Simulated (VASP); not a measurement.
Wanted: the native input for a VASP 6.6.1 run.

| Item | Value |
| --- | --- |
| Task | single point |
| Functional | PBE |
| Potentials or basis | VASP PAW PBE potentials, release 64 (In_d) |
| Cutoff | 520 eV |
| k mesh | 18 × 18 × 18 |
| Occupations | gaussian, width 0.15 eV |
| Spin | no spin polarisation |
| Dipole correction | no |
| Further INCAR settings | ALGO = Fast; EDIFF = 1e-07; NBANDS = 12 |

The structure of In lies in POSCAR:

```
In
1.0
   -1.9578262496      1.9578262496      1.8825252400
    1.9578262496     -1.9578262496      1.8825252400
    1.9578262496      1.9578262496     -1.8825252400
In
1
Direct
    0.0000000000      0.0000000000      0.0000000000
```

This cell differs from its parent crystal: strain +0.040 along x and y, +0.000 along z.

The input as run:

INCAR

```
SYSTEM = In
PREC     = Accurate       ! precision mode
ENCUT    = 520            ! plane-wave cutoff, eV
EDIFF    = 1E-7           ! SCF threshold, eV
ISMEAR   = 0              ! smearing method
SIGMA    = 0.15           ! smearing width, eV
LREAL    = .FALSE.        ! projectors in reciprocal space
LASPH    = .TRUE.         ! aspherical terms in the spheres
NELM     = 80             ! most SCF steps
ALGO     = Fast           ! electronic algorithm
ISIF     = 2              ! what is computed and relaxed
LWAVE    = .FALSE.        ! write WAVECAR
LCHARG   = .TRUE.         ! write CHGCAR
GGA      = PE             ! functional
LELF     = .TRUE.         ! ELF
LVHAR    = .TRUE.       
NBANDS   = 12             ! bands
```

KPOINTS

```
Automatic mesh
0
G
  18 18 18
  0 0 0
```

Potentials or basis: VASP PAW PBE potentials, release 64 (In_d).

Run with:

```bash
$ cat potpaw_PBE.64/In_d/POTCAR > POTCAR
$ mpirun -np 1 vasp_std > vasp.out
```

Results of the run:

```yaml
Pressure: -1.3 GPa
```

Caveat: the cell differs from its parent crystal (strain +0.040 along x and y, +0.000 along z).

It took 89 s on 1 thread of Intel(R) Xeon(R) 6975P-C (Granite Rapids), on a shared host, peak memory 0.27 GiB.
